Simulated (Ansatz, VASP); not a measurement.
One calculation of La, two programs

```xyz
2
Lattice="3.7510 0.0000 0.0000 -1.8755 3.2485 0.0000 0.0000 0.0000 6.1266" Properties=species:S:1:pos:R:3 pbc="T T T"
La    0.0000    2.1656    4.5950
La    1.8755    1.0828    1.5317
```

Alike in both runs: functional PBE; k mesh 6 × 6 × 4; occupations gaussian, width 0.05 eV; no spin polarisation.

Ansatz relaxed the structure, and its values are those at the end. VASP's run is a single point on that final structure, the one shown.

```csv
,VASP,Ansatz
version,VASP 6.6.1,Ansatz 0.2.0
potentials or method,"VASP PAW PBE potentials, release 64 (La), cutoff 520 eV","scalar-relativistic, plane waves, PAW"
valence electrons in the cell,22,22
```

```csv
,VASP,Ansatz,Ansatz less VASP
pressure (GPa),0.3,0.3,-0.08
```

The functional is the same, so the differences come from potentials, cutoffs and numerics.

Spin-orbit coupling is off throughout.
